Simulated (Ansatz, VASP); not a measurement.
**One calculation of Al2Ru, two programs**

Contents of INCAR:

```
  PREC = Accurate
  ENCUT = 520
  EDIFF = 1E-7
  ISMEAR = 0
  SIGMA = 0.03
  LREAL = False
  LASPH = True
  NELM = 100
  ALGO = Normal
  ISIF = 2
  LWAVE = False
  LCHARG = True
  GGA = CA
  LELF = True
  LVHAR = True
  NBANDS = 29
```

Contents of KPOINTS:

```
Automatic mesh
0
Gamma
  10 10 10
```

File POSCAR:

```
Al2Ru
1.0
    0.0000000000      3.7728908916      4.1478235297
    2.3610023427      0.0000000000      4.1478235297
    2.3610023427      3.7728908916      0.0000000000
Al Ru
4 2
Direct
    0.0788992938      0.4211007062      0.0788992938
    0.4211007062      0.0788992938      0.4211007062
    0.1711007062      0.8288992938      0.1711007062
    0.8288992938      0.1711007062      0.8288992938
    0.7500000000      0.7500000000      0.7500000000
    0.5000000000      0.5000000000      0.5000000000
```

Input for Ansatz:

```yaml
crystal:
  lattice:
    - [0.0, 3.7728908916, 4.1478235297]
    - [2.3610023427, 0.0, 4.1478235297]
    - [2.3610023427, 3.7728908916, 0.0]
  atoms:
    - { symbol: Al, position: [0.0788992938, 0.4211007062, 0.0788992938] }
    - { symbol: Al, position: [0.4211007062, 0.0788992938, 0.4211007062] }
    - { symbol: Al, position: [0.1711007062, 0.8288992938, 0.1711007062] }
    - { symbol: Al, position: [0.8288992938, 0.1711007062, 0.8288992938] }
    - { symbol: Ru, position: [0.75, 0.75, 0.75] }
    - { symbol: Ru, position: [0.5, 0.5, 0.5] }
basis:
  ecutwfc: 420
kpoints:
  mp_grid: { grid: [10, 10, 10] }
hamiltonian:
  xc: lda
  pseudopotentials: { kind: paw, azcp: { folder: soft_1 } }
scf:
  occupations: { method: gaussian, width: 0.03 }
output:
  forces: true
  stress: true
  eigenvalues: true
```

Change from the starting cell: volume 12.316 Å^3 an atom, stretch along a over the lengths across it, relative to the relaxed cell 1.0621.

Alike in both runs: task single point; functional LDA; k mesh 10 × 10 × 10; occupations gaussian, width 0.03 eV; no spin polarisation.

```csv
,VASP,Ansatz
version,VASP 6.6.1,Ansatz 0.2.0
potentials or method,"VASP PAW LDA potentials, release 64 (Al, Ru_pv), cutoff 520 eV","scalar-relativistic, plane waves, PAW"
valence electrons in the cell,40,44
```

VASP gave:

```
gap on the k mesh at the Fermi level (eV)                     : 0.40
least direct gap on the mesh (eV)                             : 1.34
pressure (GPa)                                                : 20.0
traceless stress, the component that is largest in VASP (GPa) : -13.75
rms of the force components (eV/Å)                            : 0.037
```

Q: Estimate Ansatz's values.

A: gap on the k mesh at the Fermi level (eV): 0.40; least direct gap on the mesh (eV): 1.34; pressure (GPa): 19.3; traceless stress, the component that is largest in VASP (GPa): -13.72; rms of the force components (eV/Å): 0.042.

Ansatz warns that its potentials were made for another functional, while VASP's fit it. LDA's correlation is that of Perdew and Zunger in VASP and of Perdew and Wang (1992) in Ansatz. Atom by atom the forces differ by 0.006 eV/Å (rms over components). VASP's potentials hold 40 valence electrons a cell and Ansatz's 44, so a difference there can come from the potentials and not from the codes.
